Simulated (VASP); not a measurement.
# Sc (Fm-3m) in VASP: notebook

The runs below take Sc through single point, with PBEsol.

Program: VASP 6.6.1. These are calculated values, not measurements. Logs are shortened: lines on timing, memory, paths and dates and some standing lists are left out, and cuts for length are marked.

## Step 1: The cell of the first run

Symmetry: Fm-3m, No. 225, cubic system. The conventional cell has a = 4.630 Å, b = 4.630 Å, c = 4.630 Å, α = 90.00°, β = 90.00°, γ = 90.00°. Within 4.3 Å of Sc (site symmetry m-3m) lie 12 Sc at 3.27 Å.

## Step 2: Single point, PBEsol

The input, INCAR:

```
SYSTEM = Sc
PREC = Accurate
ENCUT = 520
EDIFF = 1E-6
ISMEAR = -1
SIGMA = 0.05
LREAL = .False.
LASPH = .True.
NELM = 100
ALGO = Normal
ISIF = 2
LWAVE = .False.
LCHARG = .False.
GGA = PS
NBANDS = 12
```

The input, KPOINTS:

```
regular mesh
0
Gamma
  9 9 9
  0 0 0
```

The input, POSCAR:

```
Sc
1.0
    0.0000000000      2.3151435644      2.3151435644
    2.3151435644      0.0000000000      2.3151435644
    2.3151435644      2.3151435644      0.0000000000
Sc
1
Direct
    0.0000000000      0.0000000000      0.0000000000
```

Potentials or basis: VASP PAW PBE potentials, release 64 (Sc_sv).

The run is started by

```sh
> cat potpaw_PBE.64/Sc_sv/POTCAR > POTCAR
> mpirun -np 1 vasp_std > vasp.out
```

OUTCAR:

```text
SYSTEM = Sc
   PREC = Accurate
   ENCUT = 520
   EDIFF = 1E-6
   ISMEAR = -1
   LREAL = .False.
   LASPH = .True.
   NELM = 100
   ISIF = 2
   GGA = PS

 ion  position               nearest neighbor table
   1  0.000  0.000  0.000-

  LATTYP: Found a face centered cubic cell.
 ALAT       =     4.6302871288

  Lattice vectors:

 A1 = (   0.0000000000,   2.3151435644,   2.3151435644)
 A2 = (   2.3151435644,   0.0000000000,   2.3151435644)
 A3 = (   2.3151435644,   2.3151435644,   0.0000000000)

Analysis of symmetry for initial positions (statically):
=====================================================================
 Subroutine PRICEL returns:
 Original cell was already a primitive cell.

 Routine SETGRP: Setting up the symmetry group for a
 face centered cubic supercell.

 Subroutine GETGRP returns: Found 48 space group operations
[... 9 lines left out ...]

 Routine SETGRP: Setting up the symmetry group for a
 face centered cubic supercell.

 Subroutine GETGRP returns: Found 48 space group operations
[... 11 lines left out ...]
                                     Primitive cell

  volume of cell :      24.8178

  direct lattice vectors                    reciprocal lattice vectors
     0.000000000  2.315143564  2.315143564    -0.215969328  0.215969328  0.215969328
     2.315143564  0.000000000  2.315143564     0.215969328 -0.215969328  0.215969328
     2.315143564  2.315143564  0.000000000     0.215969328  0.215969328 -0.215969328

  length of vectors
     3.274107428  3.274107428  3.274107428     0.374069849  0.374069849  0.374069849

  position of ions in fractional coordinates (direct lattice)
     0.000000000  0.000000000  0.000000000

  ion indices of the primitive-cell ions
   primitive index   ion index
                 1           1

----------------------------------------------------------------------------------------

 KPOINTS: regular mesh

Automatic generation of k-mesh.
 Grid dimensions read from file:
 generate k-points for:    9    9    9

 Generating k-lattice:

  Cartesian coordinates                     Fractional coordinates (reciprocal lattice)
    -0.023996592  0.023996592  0.023996592     0.111111111  0.000000000  0.000000000
     0.023996592 -0.023996592  0.023996592     0.000000000  0.111111111  0.000000000
     0.023996592  0.023996592 -0.023996592     0.000000000  0.000000000  0.111111111

  Length of vectors
     0.041563317  0.041563317  0.041563317

  Shift w.r.t. Gamma in fractional coordinates (k-lattice)
     0.000000000  0.000000000  0.000000000

 Subroutine IBZKPT returns following result:
 ===========================================

 Found     35 irreducible k-points:

 Following reciprocal coordinates:
            Coordinates               Weight
  0.000000  0.000000  0.000000      1.000000
  0.111111  0.000000  0.000000      8.000000
  0.222222  0.000000  0.000000      8.000000
  0.333333  0.000000  0.000000      8.000000
  0.444444  0.000000  0.000000      8.000000
  0.111111  0.111111  0.000000      6.000000
[... 16 lines left out ...]
 -0.333333  0.333333  0.000000     12.000000
  0.444444  0.444444  0.000000      6.000000
 [... further k-points ...]
   k-points           NKPTS =     35   k-points in BZ     NKDIM =     35   number of bands    NBANDS=     12
   number of dos      NEDOS =    301   number of ions     NIONS =      1
   total plane-waves  NPLWV =  13824
   dimension x,y,z NGX =    24 NGY =   24 NGZ =   24
   dimension x,y,z NGXF=    48 NGYF=   48 NGZF=   48
   ions per type =               1
   NGX,Y,Z   is equivalent  to a cutoff of  12.19, 12.19, 12.19 a.u.
   NGXF,Y,Z  is equivalent  to a cutoff of  24.37, 24.37, 24.37 a.u.
 SYSTEM =  Sc
   PREC   = accura    normal or accurate (medium, high low for compatibility)
   ISTART =      0    job   : 0-new  1-cont  2-samecut
   ICHARG =      2    charge: 1-file 2-atom 10-const
   ISPIN  =      1    spin polarized calculation?
   LNONCOLLINEAR =      F non collinear calculations
   LSORBIT =      F    spin-orbit coupling
   LASPH  =      T    aspherical Exc in radial PAW
   ENCUT  =  520.0 eV  38.22 Ry    6.18 a.u.   6.09  6.09  6.09*2*pi/ulx,y,z
   NELM   =    100;   NELMIN=  2; NELMDL= -5     # of ELM steps
   EDIFF  = 0.1E-05   stopping-criterion for ELM
   LREAL  =      F    real-space projection
   EDIFFG = 0.1E-04   stopping-criterion for IOM
   NSW    =      0    number of steps for IOM
   IBRION =     -1    ionic relax: 0-MD 1-quasi-New 2-CG
   NFREE  =      0    steps in history (QN), initial steepest desc. (CG)
   ISIF   =      2    stress and relaxation
   ISYM   =      2    0-nonsym 1-usesym 2-fastsym
   POTIM  = 0.5000    time-step for ionic-motion
   TEBEG  =    0.0;   TEEND  =   0.0 temperature during run
   PSTRESS=    0.0 pullay stress
   NELECT =      11.0000    total number of electrons
   NUPDOWN=      -1.0000    fix difference up-down
   EMIN   =  10.00;   EMAX   =-10.00  energy-range for DOS
   EFERMI =   0.00;   METHOD = LEGACY
   ISMEAR =    -1;   SIGMA  =   0.05  broadening in eV -4-tet -1-fermi 0-gaus
   EFERMI_NEDOS =   21; number of points for ismear=-14 and -15
   IALGO  =     38    algorithm
   IMIX   =      4    mixing-type and parameters
     AMIX     =   0.40;   BMIX     =  1.00
     AMIX_MAG =   1.60;   BMIX_MAG =  1.00
  volume/ion in A,a.u.               =      24.82       167.48
  Fermi-wavevector in a.u.,A,eV,Ry     =   1.248201  2.358758 21.197949  1.558005
  Thomas-Fermi vector in A             =   2.382298
   LORBIT       =      0    0 simple, 1 ext, 2 COOP (PROOUT), +10 PAW based schemes
   GGA     = PS    functional components
   LHFCALC =     F    Hartree Fock is set to
   AEXX    =    0.0000 exact exchange contribution
   IVDW    =     0    specifies the selected vdW correction
   LEPSILON=     F    determine dielectric tensor
   LRPA    =     F    only Hartree local field effects (RPA)
 non-spin polarized calculation
  energy-cutoff  :      520.00
  volume of cell :       24.82
 maximum number of plane-waves:       680
   NGX = 13   NGY = 13   NGZ = 13

 number of electron      11.0000000 magnetization

 Free energy of the ion-electron system (eV)
  ---------------------------------------------------
  ext. energy  EPLUGINS =         0.00000000
  ---------------------------------------------------
  free energy    TOTEN  =        -6.56081986 eV

  energy without entropy =       -6.54713792  energy(sigma->0) =       -6.55397889

 E-fermi :   3.6064     XC(G=0):  -9.9600

 val. band max:        3.5186797648   @ k =   0.4444   0.3333   0.1111
 cond. band min:       3.6430504769   @ k =  -0.4444   0.1111   0.0000
 fundamental gap:      0.1243707121
 Fermi energy:         3.6064070099

 k-point     1 :       0.0000    0.0000    0.0000
  band No.  band energies     occupation
      1     -45.6495      2.00000
      2     -24.1556      2.00000
      3     -24.1556      2.00000
      4     -24.1556      2.00000
      5      -1.5906      2.00000
      6       5.1601      0.00000
      7       5.1601      0.00000
      8       5.1601      0.00000
      9       6.5286      0.00000
     10       6.5286      0.00000
     11      16.0824      0.00000
     12      19.4113      0.00000

 k-point     2 :       0.1111    0.0000    0.0000
  band No.  band energies     occupation
      1     -45.6427      2.00000
      2     -24.2028      2.00000
      3     -24.1617      2.00000
      4     -24.1617      2.00000
      5      -1.2820      2.00000
      6       4.9399      0.00000
      7       5.2662      0.00000
      8       5.2662      0.00000
      9       6.4602      0.00000
     10       6.4602      0.00000
     11      16.2626      0.00000
     12      17.5405      0.00000

 k-point     3 :       0.2222    0.0000    0.0000
  band No.  band energies     occupation
      1     -45.6253      2.00000
      2     -24.3204      2.00000
      3     -24.1770      2.00000
      4     -24.1770      2.00000
      5      -0.4233      2.00000
      6       4.4506      0.00000
      7       5.3804      0.00000
      8       5.3804      0.00000
      9       6.4992      0.00000
     10       6.4992      0.00000
     11      14.5387      0.00000
     12      16.7869      0.00000

 k-point     4 :       0.3333    0.0000    0.0000
  band No.  band energies     occupation
      1     -45.6055      2.00000
      2     -24.4515      2.00000
      3     -24.1944      2.00000
      4     -24.1944      2.00000
      5       0.7479      2.00000
      6       4.0049      0.00069
      7       5.2344      0.00000
      8       5.2344      0.00000
      9       6.9310      0.00000
     10       6.9310      0.00000
     11      12.1606      0.00000
     12      16.1219      0.00000

 k-point     5 :       0.4444    0.0000    0.0000
  band No.  band energies     occupation
      1     -45.5925      2.00000
      2     -24.5356      2.00000
      3     -24.2057      2.00000
      4     -24.2057      2.00000
      5       1.6826      2.00000
      6       3.8266      0.02418
      7       5.0745      0.00000
      8       5.0745      0.00000
      9       7.3562      0.00000
     10       7.3562      0.00000
     11      10.5160      0.00000
     12      15.5340      0.00000
[... 228 lines left out ...]
      1     -45.5802      2.00000
      2     -24.4780      2.00000
      3     -24.2934      2.00000
      4     -24.2736      2.00000
      5       1.9613      2.00000
      6       3.2350      1.99881
      7       4.7656      0.00000
      8       6.7615      0.00000
      9       7.4837      0.00000
     10       7.4973      0.00000
     11      12.4934      0.00000
     12      13.5456      0.00000

 k-point    22 :      -0.4444    0.3333    0.0000
  band No.  band energies     occupation
      1     -45.5744      2.00000
      2     -24.4740      2.00000
      3     -24.3518      2.00000
      4     -24.2683      2.00000
      5       2.6088      2.00000
      6       3.1907      1.99951
      7       4.5099      0.00000
      8       6.5206      0.00000
      9       7.4402      0.00000
     10       8.8906      0.00000
     11      10.3723      0.00000
     12      12.5241      0.00000

 k-point    23 :      -0.3333    0.3333    0.0000
  band No.  band energies     occupation
      1     -45.5763      2.00000
      2     -24.4182      2.00000
      3     -24.4152      2.00000
      4     -24.2470      2.00000
      5       2.9688      1.99999
      6       3.3021      1.99547
      7       4.1368      0.00005
      8       6.1805      0.00000
      9       7.0515      0.00000
     10       9.0203      0.00000
     11      10.6644      0.00000
     12      11.9536      0.00000

 k-point    24 :       0.4444    0.4444    0.0000
  band No.  band energies     occupation
      1     -45.5740      2.00000
      2     -24.5118      2.00000
      3     -24.2909      2.00000
      4     -24.2909      2.00000
      5       2.0272      2.00000
      6       3.0235      1.99998
      7       5.3097      0.00000
      8       7.3860      0.00000
      9       7.5091      0.00000
     10       7.5091      0.00000
     11      12.4679      0.00000
     12      12.8920      0.00000

 [... further k-points ...]
[... 5 lines left out ...]
  --------------------------------------------------------------------------------------
  -------------------------------------------------------------------------------------
  Total       -0.3974882     -0.3974882     -0.3974882     -0.0000000      0.0000000      0.0000000
  in kB      -25.6608484    -25.6608484    -25.6608484     -0.0000000      0.0000000      0.0000000
  external PRESSURE =     -25.6608484 kB  Pullay stress =       0.0000000 kB

 VOLUME and BASIS-vectors are now :
 -----------------------------------------------------------------------------
  energy-cutoff  :      520.00
  volume of cell :       24.82
      direct lattice vectors                 reciprocal lattice vectors
     0.000000000  2.315143564  2.315143564    -0.215969328  0.215969328  0.215969328
     2.315143564  0.000000000  2.315143564     0.215969328 -0.215969328  0.215969328
     2.315143564  2.315143564  0.000000000     0.215969328  0.215969328 -0.215969328

 POSITION                                       TOTAL-FORCE (eV/Angst)
 -----------------------------------------------------------------------------------
      0.00000      0.00000      0.00000         0.000000      0.000000      0.000000
 -----------------------------------------------------------------------------------
    total drift:                               -0.000000     -0.000000     -0.000000

  FREE ENERGIE OF THE ION-ELECTRON SYSTEM (eV)
  ---------------------------------------------------
  free  energy   TOTEN  =        -6.5608198616 eV

  energy  without entropy=       -6.5471379163  energy(sigma->0) =       -6.55397889
```

Wall time 14 s (1 thread of AMD EPYC 7R43 (Zen 3), shared host); peak memory 0.1 GiB.

What came out:

```yaml
Free_energy: -6.5608 eV
Pressure: -2.6 GPa
```

Levels at points of the mesh, in eV from the Fermi level:
```tsv
k point	band 1	band 2	band 3	band 4	band 5	band 6	band 7	band 8	band 9	band 10
(0.00, 0.00, 0.00)	-49.26	-27.76	-27.76	-27.76	-5.20	1.55	1.55	1.55	2.92	2.92
```

Caveat: the PAW data sets were made with another functional, which shifts forces and pressure a little.

## Step 3: Single point, PBEsol

This run uses another cell than the first one, of 25.39 Å³/atom, 1.023 times its volume.

The input, INCAR:

```
  PREC = Accurate
  ENCUT = 520
  EDIFF = 1E-7
  ISMEAR = -1
  SIGMA = 0.05
  LREAL = False
  LASPH = True
  NELM = 80
  ALGO = Normal
  ISIF = 2
  LWAVE = False
  LCHARG = False
  GGA = PS
  NBANDS = 12
```

The input, KPOINTS:

```
regular mesh
0
Gamma
  9 9 9
```

The input, POSCAR:

```
Sc
1.0
    0.0000000000      2.3329530609      2.3329530609
    2.3329530609      0.0000000000      2.3329530609
    2.3329530609      2.3329530609      0.0000000000
Sc
1
Direct
    0.0000000000      0.0000000000      0.0000000000
```

Potentials or basis: VASP PAW PBE potentials, release 64 (Sc_sv).

The run is started by

```sh
> cat potpaw_PBE.64/Sc_sv/POTCAR > POTCAR
> mpirun -np 1 vasp_std > vasp.out
```

Wall time 22 s (1 thread of AMD EPYC 7R43 (Zen 3), shared host); peak memory 0.12 GiB.

Results (log left out):

```yaml
Free_energy: -6.5500 eV
Pressure: -3.6 GPa
```

Levels at points of the mesh, in eV from the Fermi level:
```
           k point  band 1  band 2  band 3  band 4  band 5  band 6  band 7  band 8  band 9  band 10
(0.00, 0.00, 0.00)  -49.32  -27.83  -27.83  -27.83   -5.15    1.53    1.53    1.53    2.85     2.85
```

Caveat: the PAW data sets were made with another functional, which shifts forces and pressure a little.
